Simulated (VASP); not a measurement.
Te, 3 atoms in the cell. It takes space group P3_121 (No. 152, trigonal). Conventional cell: a = 4.276 Å, b = 4.276 Å, c = 5.924 Å, α = 90.00°, β = 90.00°, γ = 120.00°. Within 3.8 Å of Te (site symmetry 2) lie 6 Te at 2.91 to 3.31 Å. 

| Item | Value |
| --- | --- |
| Program | VASP 6.6.1 |
| Task | single point |
| Functional | PBE |
| Potentials or basis | VASP PAW PBE potentials, release 64 (Te) |
| Cutoff | 520 eV |
| k mesh | 6 × 6 × 4 |
| Occupations | fermi-dirac, width 0.05 eV |
| Spin | no spin polarisation |
| Dipole correction | no |
| Further INCAR settings | ALGO = Normal; EDIFF = 1e-06; NBANDS = 16 |

Potentials or basis: VASP PAW PBE potentials, release 64 (Te).

Command:

```bash
$ cat potpaw_PBE.64/Te/POTCAR > POTCAR
$ mpirun -np 1 vasp_std > vasp.out
```

Hardware: 1 thread of Intel Xeon 6975P-C, with other jobs on the host.

Q: Estimate the wall time of this run.

A: Wall time 20 s on 1 thread of Intel Xeon 6975P-C, with other jobs on the host, peak memory 0.21 GiB. Counts: scf iterations 12, k points 24.
